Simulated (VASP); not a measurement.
Input of a VASP 6.6.1 run:

Contents of INCAR:

```
SYSTEM = In
ALGO     = Normal         ! electronic algorithm
EDIFF    = 1E-6           ! SCF threshold, eV
ENCUT    = 520            ! plane-wave cutoff, eV
GGA      = PS             ! functional
ISIF     = 2              ! what is computed and relaxed
ISMEAR   = -1             ! smearing method
IVDW     = 12             ! dispersion correction
LASPH    = .True.         ! aspherical terms in the spheres
LCHARG   = .False.        ! write CHGCAR
LREAL    = .False.        ! projectors in reciprocal space
LWAVE    = .False.        ! write WAVECAR
NBANDS   = 20             ! bands
NELM     = 100            ! most SCF steps
PREC     = Accurate       ! precision mode
SIGMA    = 0.05           ! smearing width, eV
```

File KPOINTS:

```
k-points
0
Gamma
  9 9 5
  0 0 0
```

File POSCAR:

```
In
1.0
    3.2554354598      0.0000000000      0.0000000000
   -1.6277177299      2.8192898085      0.0000000000
    0.0000000000      0.0000000000      5.2993730458
In
2
Direct
    0.6666666667      0.3333333333      0.7500000000
    0.3333333333      0.6666666667      0.2500000000
```

Potentials or basis: VASP PAW PBE potentials, release 64 (In_d).

The run is started by

```bash
$ cat potpaw_PBE.64/In_d/POTCAR > POTCAR
$ mpirun -np 1 vasp_std > vasp.out
```

(1) Predict the dispersion energy per atom.

(2) Predict the pressure.

(3) What does it give for the band gap on the k mesh?

Answers

(1) -0.387 eV.

(2) -0.1 GPa.

(3) zero (bands 13 and 14 overlap by 4.52 eV).

Caveat: the PAW data sets were made with another functional, which shifts forces and pressure a little; spin-orbit coupling is left out, which moves the levels of the heavy elements.
